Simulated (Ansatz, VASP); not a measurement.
Al4N5 in VASP and in Ansatz

```
N Al
1.0
     3.12977    0.00000    0.00000
    -1.56488    2.71046    0.00000
     0.00000    0.00000   25.06215
N Al
5 4
Direct
  0.33333 0.66667 0.15960
  0.66667 0.33333 0.25970
  0.33333 0.66667 0.36206
  0.66667 0.33333 0.46105
  0.33333 0.66667 0.54992
  0.66667 0.33333 0.18332
  0.33333 0.66667 0.28341
  0.66667 0.33333 0.38142
  0.33333 0.66667 0.48129
```

Alike in both runs: task single point; functional PBE; k mesh 9 × 9 × 1; occupations gaussian, width 0.05 eV; collinear spin.

|  | VASP | Ansatz |
| --- | --- | --- |
| version | VASP 6.6.1 | Ansatz 0.2.0 |
| potentials or method | VASP PAW PBE potentials, release 64 (N, Al), cutoff 520 eV | scalar-relativistic, plane waves, PAW |
| valence electrons in the cell | 37 | 37 |

Ansatz gave:

| Quantity | Value |
| --- | --- |
| gap on the k mesh at the Fermi level (eV) | none |
| rms of the force components (eV/Å) | 1.284 |
| net moment per atom (μB) | 0.19 |
| size of the moment on the site where the two differ most (μB) | 0.39 |

Problem. Estimate VASP's values.

Solution. gap on the k mesh at the Fermi level (eV): none; rms of the force components (eV/Å): 1.248; net moment per atom (μB): 0.27; size of the moment on the site where the two differ most (μB): 0.03.

Site moments also hang on the region over which each program counts them. A gap of «none» marks a metal or a gap that the smearing closes. Ansatz's warnings: stability check not made, vacuum below fermi.
